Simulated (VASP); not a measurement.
Input of a VASP 6.6.1 run:

The input INCAR:

```
PREC = Accurate
ENCUT = 520
EDIFF = 1E-6
ISMEAR = 0
SIGMA = 0.05
LREAL = F
LASPH = T
NELM = 60
ALGO = Normal
ISIF = 2
LWAVE = F
LCHARG = F
GGA = PE
NBANDS = 16
```

The input KPOINTS:

```
Automatic mesh
0
Gamma
  9 9 6
```

File POSCAR:

```
AlN
1.0
    3.1892000000      0.0000000000      0.0000000000
   -1.5946000000      2.7619282177      0.0000000000
    0.0000000000      0.0000000000      4.4388000000
Al N
2 2
Direct
    0.3333333333      0.6666666667      0.7500000000
    0.6666666667      0.3333333333      0.2500000000
    0.3333333333      0.6666666667      0.2500000000
    0.6666666667      0.3333333333      0.7500000000
```

Potentials or basis: VASP PAW PBE potentials, release 64 (Al, N).

The run is started by

```console
$ cat potpaw_PBE.64/Al/POTCAR potpaw_PBE.64/N/POTCAR > POTCAR
$ mpirun -np 1 vasp_std > vasp.out
```

Predict the pressure.

9.8 GPa.

Predict the band gap on the k mesh.

3.21 eV, direct.

Stress tensor (GPa, compression positive):
```
16.30  0.00  0.00
 0.00 16.30  0.00
 0.00  0.00 -3.18
```

PBE gaps usually lie below the measured ones, often by a third to a half.
